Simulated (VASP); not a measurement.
# HfN (R-3m) in VASP: a series of runs

Runs on HfN. Level: r2SCAN. Tasks: single point.

Everything below comes from runs of VASP 6.6.1. Logs are shortened: lines on timing, memory, paths and dates and some standing lists are left out, and cuts for length are marked.

## 1. The cell of the first run

Symmetry: R-3m, No. 166, trigonal system. The conventional cell has a = 3.060 Å, b = 3.060 Å, c = 8.145 Å, α = 90.00°, β = 90.00°, γ = 120.00°. Within 2.9 Å of Hf (site symmetry -3m) lie 6 N at 2.23 Å. N (site symmetry -3m) has 6 Hf at 2.23 Å within 2.9 Å.

## 2. Single point, r2SCAN

The input, POSCAR:

```
HfN
1.0
    3.0603581490      0.0000000000      0.0000000000
   -1.5301790745      2.6503479017      0.0000000000
    1.5301790745      0.8834493006      2.7151488169
Hf N
1 1
Direct
    0.0000000000      0.0000000000      0.0000000000
    0.0000000000      0.5000000000      0.5000000000
```

The input, INCAR.step1:

```
SYSTEM = HfN
  ALGO = Normal
  EDIFF = 1E-4
  ENCUT = 520
  GGA = PE
  ISMEAR = 0
  LASPH = .TRUE.
  LCHARG = .FALSE.
  LREAL = .FALSE.
  LWAVE = .TRUE.
  NBANDS = 14
  NELM = 100
  PREC = Accurate
  SIGMA = 0.1
```

The input, INCAR.step2:

```
SYSTEM = HfN
  ALGO = Normal
  EDIFF = 1E-6
  ENCUT = 520
  ISIF = 2
  ISMEAR = 0
  ISTART = 1
  LASPH = .TRUE.
  LCHARG = .TRUE.
  LELF = .TRUE.
  LMIXTAU = .TRUE.
  LREAL = .FALSE.
  LVHAR = .TRUE.
  LWAVE = .FALSE.
  METAGGA = R2SCAN
  NBANDS = 14
  NELM = 100
  PREC = Accurate
  SIGMA = 0.1
```

The input, KPOINTS:

```
k-points
0
G
  12 12 12
  0 0 0
```

Potentials or basis: VASP PAW PBE potentials, release 64 (Hf_pv, N).

Launch:

```bash
$ cat potpaw_PBE.64/Hf_pv/POTCAR potpaw_PBE.64/N/POTCAR > POTCAR
$ cp INCAR.step1 INCAR
$ mpirun -np 1 vasp_std > vasp.out
$ cp INCAR.step2 INCAR
$ mpirun -np 1 vasp_std > vasp.out
```

OUTCAR:

```text
SYSTEM = HfN
   EDIFF = 1E-6
   ENCUT = 520
   ISIF = 2
   ISMEAR = 0
   ISTART = 1
   LASPH = .TRUE.
   LREAL = .FALSE.
   METAGGA = R2SCAN
   NELM = 100
   PREC = Accurate

 ion  position               nearest neighbor table
   1  0.000  0.000  0.000-   2 2.23   2 2.23   2 2.23   2 2.23   2 2.23   2 2.23
   2  0.000  0.500  0.500-   1 2.23   1 2.23   1 2.23   1 2.23   1 2.23   1 2.23

  LATTYP: Found a trigonal (rhomboedric) cell.
 ALAT       =     3.2394388039
 COS(alpha) =     0.5537533667

  Lattice vectors:

 A1 = (   0.0000000000,  -1.7668986011,   2.7151488169)
 A2 = (   1.5301790745,   0.8834493006,   2.7151488169)
 A3 = (  -1.5301790745,   0.8834493006,   2.7151488169)

Analysis of symmetry for initial positions (statically):
=====================================================================
 Subroutine PRICEL returns:
 Original cell was already a primitive cell.

 Routine SETGRP: Setting up the symmetry group for a
 trigonal (rhombohedral) supercell.

 Subroutine GETGRP returns: Found 12 space group operations
 (whereof 12 operations were pure point group operations)
 out of a pool of 12 trial point group operations.

The static configuration has the point symmetry D_3d.

Analysis of symmetry for dynamics (positions and initial velocities):
=====================================================================
 Subroutine PRICEL returns:
 Original cell was already a primitive cell.

 Routine SETGRP: Setting up the symmetry group for a
 trigonal (rhombohedral) supercell.

 Subroutine GETGRP returns: Found 12 space group operations
 (whereof 12 operations were pure point group operations)
 out of a pool of 12 trial point group operations.

The dynamic configuration has the point symmetry D_3d.

 Subroutine INISYM returns: Found 12 space group operations
 (whereof 12 operations are pure point group operations),
 and found     1 'primitive' translations

----------------------------------------------------------------------------------------

                                     Primitive cell

  volume of cell :      22.0226

  direct lattice vectors                    reciprocal lattice vectors
     3.060358149  0.000000000  0.000000000     0.326759141  0.188654478 -0.245535958
    -1.530179074  2.650347902  0.000000000     0.000000000  0.377308956 -0.122767979
     1.530179074  0.883449301  2.715148817     0.000000000  0.000000000  0.368303937

  length of vectors
     3.060358149  3.060358149  3.239438804     0.450166586  0.396779567  0.368303937

  position of ions in fractional coordinates (direct lattice)
     0.000000000  0.000000000  0.000000000
     0.000000000  0.500000000  0.500000000

  ion indices of the primitive-cell ions
   primitive index   ion index
                 1           1
                 2           2

----------------------------------------------------------------------------------------

 KPOINTS: k-points

Automatic generation of k-mesh.
 Grid dimensions read from file:
 generate k-points for:   12   12   12

 Generating k-lattice:

  Cartesian coordinates                     Fractional coordinates (reciprocal lattice)
     0.027229928  0.015721207 -0.020461330     0.083333333  0.000000000  0.000000000
     0.000000000  0.031442413 -0.010230665     0.000000000  0.083333333  0.000000000
     0.000000000  0.000000000  0.030691995     0.000000000  0.000000000  0.083333333

  Length of vectors
     0.037513882  0.033064964  0.030691995

  Shift w.r.t. Gamma in fractional coordinates (k-lattice)
     0.000000000  0.000000000  0.000000000

 Subroutine IBZKPT returns following result:
 ===========================================

 Found    189 irreducible k-points:

 Following reciprocal coordinates:
            Coordinates               Weight
  0.000000  0.000000  0.000000      1.000000
  0.083333  0.000000 -0.000000      6.000000
  0.166667  0.000000 -0.000000      6.000000
  0.250000  0.000000 -0.000000      6.000000
  0.333333 -0.000000 -0.000000      6.000000
  0.416667 -0.000000 -0.000000      6.000000
[... 16 lines left out ...]
  0.166667  0.250000 -0.000000     12.000000
  0.250000  0.250000 -0.000000     12.000000
 [... further k-points ...]
   k-points           NKPTS =    189   k-points in BZ     NKDIM =    189   number of bands    NBANDS=     14
   number of dos      NEDOS =    301   number of ions     NIONS =      2
   total plane-waves  NPLWV =  13824
   dimension x,y,z NGX =    24 NGY =   24 NGZ =   24
   dimension x,y,z NGXF=    48 NGYF=   48 NGZF=   48
   ions per type =               1   1
   NGX,Y,Z   is equivalent  to a cutoff of  13.04, 13.04, 12.32 a.u.
   NGXF,Y,Z  is equivalent  to a cutoff of  26.07, 26.07, 24.63 a.u.
 SYSTEM =  HfN
   PREC   = accura    normal or accurate (medium, high low for compatibility)
   ISTART =      1    job   : 0-new  1-cont  2-samecut
   ICHARG =      0    charge: 1-file 2-atom 10-const
   ISPIN  =      1    spin polarized calculation?
   LNONCOLLINEAR =      F non collinear calculations
   LSORBIT =      F    spin-orbit coupling
   LASPH  =      T    aspherical Exc in radial PAW
   ENCUT  =  520.0 eV  38.22 Ry    6.18 a.u.   5.69  5.69  6.02*2*pi/ulx,y,z
   NELM   =    100;   NELMIN=  2; NELMDL=  0     # of ELM steps
   EDIFF  = 0.1E-05   stopping-criterion for ELM
   LREAL  =      F    real-space projection
   EDIFFG = 0.1E-04   stopping-criterion for IOM
   NSW    =      0    number of steps for IOM
   IBRION =     -1    ionic relax: 0-MD 1-quasi-New 2-CG
   NFREE  =      0    steps in history (QN), initial steepest desc. (CG)
   ISIF   =      2    stress and relaxation
   ISYM   =      2    0-nonsym 1-usesym 2-fastsym
   POTIM  = 0.5000    time-step for ionic-motion
   TEBEG  =    0.0;   TEEND  =   0.0 temperature during run
   PSTRESS=    0.0 pullay stress
   NELECT =      15.0000    total number of electrons
   NUPDOWN=      -1.0000    fix difference up-down
   EMIN   =  10.00;   EMAX   =-10.00  energy-range for DOS
   EFERMI =   0.00;   METHOD = LEGACY
   ISMEAR =     0;   SIGMA  =   0.10  broadening in eV -4-tet -1-fermi 0-gaus
   EFERMI_NEDOS =   21; number of points for ismear=-14 and -15
   IALGO  =     38    algorithm
   IMIX   =      4    mixing-type and parameters
     AMIX     =   0.40;   BMIX     =  1.00
     AMIX_MAG =   1.60;   BMIX_MAG =  1.00
  volume/ion in A,a.u.               =      11.01        74.31
  Fermi-wavevector in a.u.,A,eV,Ry     =   1.440397  2.721956 28.228614  2.074745
  Thomas-Fermi vector in A             =   2.559146
   LORBIT       =      0    0 simple, 1 ext, 2 COOP (PROOUT), +10 PAW based schemes
   METAGGA = R2SCAN    functional components
   LHFCALC =     F    Hartree Fock is set to
   AEXX    =    0.0000 exact exchange contribution
   IVDW    =     0    specifies the selected vdW correction
   LEPSILON=     F    determine dielectric tensor
   LRPA    =     F    only Hartree local field effects (RPA)
 non-spin polarized calculation
 Gauss-broadening in eV      SIGMA  =   0.10
  energy-cutoff  :      520.00
  volume of cell :       22.02
 maximum number of plane-waves:       616
   NGX = 11   NGY = 11   NGZ = 13

 number of electron      15.0000002 magnetization

 Free energy of the ion-electron system (eV)
  ---------------------------------------------------
  ext. energy  EPLUGINS =         0.00000000
  ---------------------------------------------------
  free energy    TOTEN  =       -58.11142199 eV

  energy without entropy =      -58.10888415  energy(sigma->0) =      -58.11015307

 E-fermi :   8.8618     XC(G=0): -13.8379

 val. band max:        8.8297092791   @ k =   0.0000   0.0000   0.1667
 cond. band min:       8.8887448316   @ k =  -0.1667   0.1667   0.0833
 fundamental gap:      0.0590355525
 Fermi energy:         8.8617919530

 k-point     1 :       0.0000    0.0000    0.0000
  band No.  band energies     occupation
      1     -23.5063      2.00000
      2     -23.3781      2.00000
      3     -23.3781      2.00000
      4     -10.0184      2.00000
      5       5.1730      2.00000
      6       5.6770      2.00000
      7       5.6770      2.00000
      8       7.5204      2.00000
      9       8.9413      0.26076
     10       8.9413      0.26074
     11      11.1998      0.00000
     12      11.1998      0.00000
     13      11.7210      0.00000
     14      19.2030      0.00000

 k-point     2 :       0.0833    0.0000   -0.0000
  band No.  band energies     occupation
      1     -23.5442      2.00000
      2     -23.4502      2.00000
      3     -23.4013      2.00000
      4      -9.7902      2.00000
      5       4.2136      2.00000
      6       5.1102      2.00000
      7       5.4265      2.00000
      8       7.7819      2.00000
      9       9.0164      0.02876
     10       9.5504      0.00000
     11      11.3383      0.00000
     12      11.6767      0.00000
     13      12.9739      0.00000
     14      19.9817      0.00000

 k-point     3 :       0.1667    0.0000   -0.0000
  band No.  band energies     occupation
      1     -23.7144      2.00000
      2     -23.5619      2.00000
      3     -23.4644      2.00000
      4      -9.2488      2.00000
      5       2.4865      2.00000
      6       4.6334      2.00000
      7       5.0466      2.00000
      8       7.2121      2.00000
      9      10.1961      0.00000
     10      10.8920      0.00000
     11      11.7652      0.00000
     12      12.1989      0.00000
     13      15.7866      0.00000
     14      20.1253      0.00000
[... 324 lines left out ...]
 k-point    23 :       0.1667    0.2500   -0.0000
  band No.  band energies     occupation
      1     -24.3286      2.00000
      2     -23.6422      2.00000
      3     -23.6282      2.00000
      4      -7.9040      2.00000
      5       0.7824      2.00000
      6       2.5074      2.00000
      7       3.0521      2.00000
      8       8.8036      1.58982
      9      12.0630      0.00000
     10      13.8152      0.00000
     11      15.2775      0.00000
     12      15.5033      0.00000
     13      18.5313      0.00000
     14      20.1252      0.00000

 k-point    24 :       0.2500    0.2500   -0.0000
  band No.  band energies     occupation
      1     -24.3348      2.00000
      2     -23.8273      2.00000
      3     -23.6834      2.00000
      4      -8.0366      2.00000
      5       1.3332      2.00000
      6       2.7058      2.00000
      7       3.0394      2.00000
      8       8.4192      2.00000
      9      12.5635      0.00000
     10      14.1373      0.00000
     11      15.8756      0.00000
     12      16.1090      0.00000
     13      19.1055      0.00000
     14      20.1249      0.00000

 [... further k-points ...]

------------------------ aborting loop because EDIFF is reached ----------------------------------------

  FORCE on cell =-STRESS in cart. coord.  units (eV):
  Direction    XX          YY          ZZ          XY          YZ          ZX
  --------------------------------------------------------------------------------------
  -------------------------------------------------------------------------------------
  Total        2.9679619      2.9679619     -0.4213409      0.0000000     -0.0000000      0.0000000
  in kB      215.9236058    215.9236058    -30.6531732      0.0000000     -0.0000000      0.0000000
  external PRESSURE =     133.7313462 kB  Pullay stress =       0.0000000 kB

 VOLUME and BASIS-vectors are now :
 -----------------------------------------------------------------------------
  energy-cutoff  :      520.00
  volume of cell :       22.02
      direct lattice vectors                 reciprocal lattice vectors
     3.060358149  0.000000000  0.000000000     0.326759141  0.188654478 -0.245535958
    -1.530179074  2.650347902  0.000000000     0.000000000  0.377308956 -0.122767979
     1.530179074  0.883449301  2.715148817     0.000000000  0.000000000  0.368303937

 POSITION                                       TOTAL-FORCE (eV/Angst)
 -----------------------------------------------------------------------------------
      0.00000      0.00000      0.00000         0.000000      0.000000      0.000000
      0.00000      1.76690      1.35757        -0.000000     -0.000000      0.000000
 -----------------------------------------------------------------------------------
    total drift:                               -0.000000      0.000000      0.000000

  FREE ENERGIE OF THE ION-ELECTRON SYSTEM (eV)
  ---------------------------------------------------
  free  energy   TOTEN  =       -58.1114219881 eV

  energy  without entropy=      -58.1088841501  energy(sigma->0) =      -58.11015307
```

It took 2.5 min on 1 thread of AMD EPYC 9R45 (Zen 5), shared host; peak memory 0.17 GiB.

Results:

```yaml
Free_energy: -58.1114 eV
Pressure: 13.4 GPa
```

Caveat: the PAW data sets were made with another functional, which shifts forces and pressure a little; spin-orbit coupling is left out, which moves the levels of the heavy elements.

## 3. Single point, r2SCAN

This run uses another cell than the first one, of 11.18 Å³/atom, 1.015 times its volume.

POSCAR: that of step 2 with these lines changed.

```diff
@@ -4,3 +4,3 @@
    -1.5301790745      2.6503479017      0.0000000000
-    1.5301790745      0.8834493006      2.7151488169
+    1.5301790745      0.8834493006      2.7563828390
 Hf N
```

The input, INCAR.step1:

```
SYSTEM = HfN
PREC = Accurate
ENCUT = 520
ISMEAR = 0
SIGMA = 0.1
LREAL = .False.
LASPH = .True.
NELM = 100
NBANDS = 14
GGA = PE
ALGO = Normal
EDIFF = 1E-4
LWAVE = .True.
LCHARG = .False.
```

The input, INCAR.step2:

```
SYSTEM = HfN
PREC = Accurate
ENCUT = 520
EDIFF = 1E-6
ISMEAR = 0
SIGMA = 0.1
LREAL = .False.
LASPH = .True.
NELM = 100
ALGO = Normal
ISIF = 2
LWAVE = .False.
LCHARG = .False.
METAGGA = R2SCAN
LMIXTAU = .True.
NBANDS = 14
ISTART = 1
```

The input, KPOINTS:

```
Automatic mesh
0
Gamma
  12 12 12
  0 0 0
```

Potentials or basis: VASP PAW PBE potentials, release 64 (Hf_pv, N).

Launch:

```bash
$ cat potpaw_PBE.64/Hf_pv/POTCAR potpaw_PBE.64/N/POTCAR > POTCAR
$ cp INCAR.step1 INCAR
$ mpirun -np 1 vasp_std > vasp.out
$ cp INCAR.step2 INCAR
$ mpirun -np 1 vasp_std > vasp.out
```

OUTCAR:

```text
SYSTEM = HfN
   PREC = Accurate
   ENCUT = 520
   EDIFF = 1E-6
   ISMEAR = 0
   LREAL = .False.
   LASPH = .True.
   NELM = 100
   ISIF = 2
   METAGGA = R2SCAN
   ISTART = 1

 ion  position               nearest neighbor table
   1  0.000  0.000  0.000-   2 2.24   2 2.24   2 2.24   2 2.24   2 2.24   2 2.24
   2  0.000  0.500  0.500-   1 2.24   1 2.24   1 2.24   1 2.24   1 2.24   1 2.24

  LATTYP: Found a trigonal (rhomboedric) cell.
 ALAT       =     3.2740765143
 COS(alpha) =     0.5631454496

  Lattice vectors:

 A1 = (  -0.0000000000,  -1.7668986011,   2.7563828390)
 A2 = (   1.5301790745,   0.8834493006,   2.7563828390)
 A3 = (  -1.5301790745,   0.8834493006,   2.7563828390)

Analysis of symmetry for initial positions (statically):
=====================================================================
 Subroutine PRICEL returns:
 Original cell was already a primitive cell.

 Routine SETGRP: Setting up the symmetry group for a
 trigonal (rhombohedral) supercell.

 Subroutine GETGRP returns: Found 12 space group operations
 (whereof 12 operations were pure point group operations)
 out of a pool of 12 trial point group operations.

The static configuration has the point symmetry D_3d.

Analysis of symmetry for dynamics (positions and initial velocities):
=====================================================================
 Subroutine PRICEL returns:
 Original cell was already a primitive cell.

 Routine SETGRP: Setting up the symmetry group for a
 trigonal (rhombohedral) supercell.

 Subroutine GETGRP returns: Found 12 space group operations
 (whereof 12 operations were pure point group operations)
 out of a pool of 12 trial point group operations.

The dynamic configuration has the point symmetry D_3d.

 Subroutine INISYM returns: Found 12 space group operations
 (whereof 12 operations are pure point group operations),
 and found     1 'primitive' translations

----------------------------------------------------------------------------------------

                                     Primitive cell
[... 116 lines left out ...]
   METAGGA = R2SCAN    functional components
   LHFCALC =     F    Hartree Fock is set to
   AEXX    =    0.0000 exact exchange contribution
   IVDW    =     0    specifies the selected vdW correction
   LEPSILON=     F    determine dielectric tensor
   LRPA    =     F    only Hartree local field effects (RPA)
 non-spin polarized calculation
 Gauss-broadening in eV      SIGMA  =   0.10
  energy-cutoff  :      520.00
  volume of cell :       22.36
 maximum number of plane-waves:       617
   NGX = 11   NGY = 11   NGZ = 13

 number of electron      15.0000004 magnetization

 Free energy of the ion-electron system (eV)
  ---------------------------------------------------
  ext. energy  EPLUGINS =         0.00000000
  ---------------------------------------------------
  free energy    TOTEN  =       -58.09724012 eV

  energy without entropy =      -58.09490437  energy(sigma->0) =      -58.09607225

 E-fermi :   8.7019     XC(G=0): -13.7492

 val. band max:        8.6753009329   @ k =   0.1667   0.2500  -0.0000
 cond. band min:       8.7881977541   @ k =   0.5000   0.1667   0.2500
 fundamental gap:      0.1128968212
 Fermi energy:         8.7019128913

 k-point     1 :       0.0000    0.0000    0.0000
  band No.  band energies     occupation
      1     -23.7250      2.00000
      2     -23.5772      2.00000
      3     -23.5772      2.00000
      4     -10.0570      2.00000
      5       5.0088      2.00000
      6       5.6108      2.00000
      7       5.6108      2.00000
      8       7.1949      2.00000
      9       8.8445      0.04381
     10       8.8445      0.04381
     11      11.0756      0.00000
     12      11.0756      0.00000
     13      11.5161      0.00000
     14      19.0547      0.00000
[... 377 lines left out ...]
      1     -24.5010      2.00000
      2     -24.0179      2.00000
      3     -23.8785      2.00000
      4      -8.1061      2.00000
      5       1.2682      2.00000
      6       2.5998      2.00000
      7       2.9474      2.00000
      8       8.3029      2.00000
      9      12.1842      0.00000
     10      13.9814      0.00000
     11      15.5968      0.00000
     12      15.8212      0.00000
     13      18.7948      0.00000
     14      19.8948      0.00000

 [... further k-points ...]
[... 5 lines left out ...]
  --------------------------------------------------------------------------------------
  -------------------------------------------------------------------------------------
  Total        2.5348842      2.5348842     -1.5175537      0.0000000     -0.0000000      0.0000000
  in kB      181.6577923    181.6577923   -108.7526796      0.0000000     -0.0000000      0.0000000
  external PRESSURE =      84.8543016 kB  Pullay stress =       0.0000000 kB

 VOLUME and BASIS-vectors are now :
 -----------------------------------------------------------------------------
  energy-cutoff  :      520.00
  volume of cell :       22.36
      direct lattice vectors                 reciprocal lattice vectors
     3.060358149  0.000000000  0.000000000     0.326759141  0.188654478 -0.241862871
    -1.530179074  2.650347902  0.000000000     0.000000000  0.377308956 -0.120931435
     1.530179074  0.883449301  2.756382839     0.000000000  0.000000000  0.362794306

 POSITION                                       TOTAL-FORCE (eV/Angst)
 -----------------------------------------------------------------------------------
      0.00000      0.00000      0.00000         0.000000     -0.000000      0.000000
      0.00000      1.76690      1.37819        -0.000000      0.000000      0.000000
 -----------------------------------------------------------------------------------
    total drift:                               -0.000000      0.000000      0.000000

  FREE ENERGIE OF THE ION-ELECTRON SYSTEM (eV)
  ---------------------------------------------------
  free  energy   TOTEN  =       -58.0972401230 eV

  energy  without entropy=      -58.0949043714  energy(sigma->0) =      -58.09607225
```

It took 2.8 min on 1 thread of AMD EPYC 9R45 (Zen 5), shared host; peak memory 0.16 GiB.

What came out:

```
Free energy : -58.0972 eV
Pressure    : 8.5 GPa
```

Caveat: the PAW data sets were made with another functional, which shifts forces and pressure a little; spin-orbit coupling is left out, which moves the levels of the heavy elements.
